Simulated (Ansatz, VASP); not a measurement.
# LaC in VASP and in Ansatz

File INCAR:

```
PREC = Accurate ; ENCUT = 520
EDIFF = 1E-6 ; ISMEAR = 0
SIGMA = 0.05 ; LREAL = F
LASPH = T ; NELM = 60
ALGO = Normal ; ISIF = 2
LWAVE = F ; LCHARG = F
GGA = PS ; NBANDS = 14
```

File KPOINTS:

```
regular mesh
0
Gamma
  10 10 10
```

Contents of POSCAR:

```
LaC
1.0
    0.0000000000      2.7107563368      2.7107563368
    2.7107563368      0.0000000000      2.7107563368
    2.7107563368      2.7107563368      0.0000000000
La C
1 1
Direct
    0.5000000000      0.5000000000      0.5000000000
    0.0000000000      0.0000000000      0.0000000000
```

Input for Ansatz:

```yaml
crystal:
  lattice:
    - [0.0, 2.7107563368, 2.7107563368]
    - [2.7107563368, 0.0, 2.7107563368]
    - [2.7107563368, 2.7107563368, 0.0]
  atoms:
    - { symbol: La, position: [0.5, 0.5, 0.5] }
    - { symbol: C, position: [0.0, 0.0, 0.0] }
basis:
  ecutwfc: 420
  ecutrho_ratio: 4
kpoints:
  mp_grid: { grid: [10, 10, 10] }
hamiltonian:
  xc: pbesol
scf:
  occupations: { method: gaussian, width: 0.05 }
output:
  forces: true
  stress: true
  eigenvalues: true
```

Alike in both runs: task single point; functional PBEsol; k mesh 10 × 10 × 10; occupations gaussian, width 0.05 eV; no spin polarisation.

```csv
,VASP,Ansatz
version,VASP 6.6.1,Ansatz 0.2.0
potentials or method,"VASP PAW PBE potentials, release 64 (La, C), cutoff 520 eV","scalar-relativistic, plane waves, PAW"
valence electrons in the cell,15,15
```

```csv
,VASP,Ansatz,Ansatz less VASP
gap on the k mesh at the Fermi level (eV),none,none,-
pressure (GPa),-3.1,-3.1,-0.02
```

VASP's potentials were made for PBE, not for PBEsol. A gap of «none» marks a metal or a gap that the smearing closes.

Neither program's run includes spin-orbit coupling.
